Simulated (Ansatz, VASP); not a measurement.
**One calculation of Ti, two programs**

```
Ti
1.0
     0.00000    3.05885    3.05885
     3.05885    0.00000    3.05885
     3.05885    3.05885    0.00000
Ti
2
Direct
  0.12500 0.12500 0.12500
  0.87500 0.87500 0.87500
```

Alike in both runs: functional r2SCAN; k mesh 10 × 10 × 10; occupations fermi-dirac, width 0.05 eV; collinear spin.

Ansatz relaxed the structure, and its values are those at the end. VASP's run is a single point on that final structure, the one shown.

```csv
,VASP,Ansatz
version,VASP 6.6.1,Ansatz 0.2.0
potentials or method,"VASP PAW PBE potentials, release 64 (Ti_sv), cutoff 520 eV","plane waves (500 eV) with PAW, scalar-relativistic"
valence electrons in the cell,24,24
```

Ansatz gave:

| Quantity | Value |
| --- | --- |
| pressure (GPa) | 0.0 |
| net moment per atom (μB) | 2.75 |
| size of the moment on the site where the two differ most (μB) | 1.94 |

**Question.** Estimate VASP's values.

**Answer.** Pressure (GPa): 0.1; net moment per atom (μB): 2.77; size of the moment on the site where the two differ most (μB): 2.06.

VASP's potentials were made for PBE, not for r2SCAN. Site moments also hang on the region over which each program counts them. With one functional, cell and mesh, what is left measures potentials, basis and numerics.
